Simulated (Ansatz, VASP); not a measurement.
Two plane-wave programs on Ba2H

```xyz
9
Lattice="7.1416 0.0000 0.0000 -3.5708 6.1848 0.0000 0.0000 0.0000 8.6663" Properties=species:S:1:pos:R:3 pbc="T T T"
Ba    0.9108    2.2223    2.0617
Ba    1.1908    5.8623    7.8393
Ba   -2.1016    4.2849    4.9505
Ba    1.4692    1.8999    6.6046
Ba    4.4815    3.9624    0.8270
Ba    4.7616    0.3224    3.7158
H     3.1247    0.0000    5.7776
H    -1.5623    2.7061    2.8888
H     2.0084    3.4787    0.0000
```

Alike in both runs: functional PBE; k mesh 6 × 6 × 6; occupations gaussian, width 0.1 eV; no spin polarisation.

Ansatz relaxed the structure, and its values are those at the end. VASP's run is a single point on that final structure, the one shown.

|  | VASP | Ansatz |
| --- | --- | --- |
| version | VASP 6.6.1 | Ansatz 0.2.0 |
| potentials or method | VASP PAW PBE potentials, release 64 (Ba_sv, H), cutoff 520 eV | scalar-relativistic, plane waves, PAW |
| valence electrons in the cell | 63 | 63 |

|  | VASP | Ansatz | Ansatz less VASP |
| --- | --- | --- | --- |
| gap on the k mesh at the Fermi level (eV) | none | none | - |
| pressure (GPa) | 0.2 | 0.0 | -0.15 |
| rms of the force components (eV/Å) | 0.016 | 0.003 | -0.0127 |

A gap of «none» marks a metal or a gap that the smearing closes.

Neither program's run includes spin-orbit coupling.
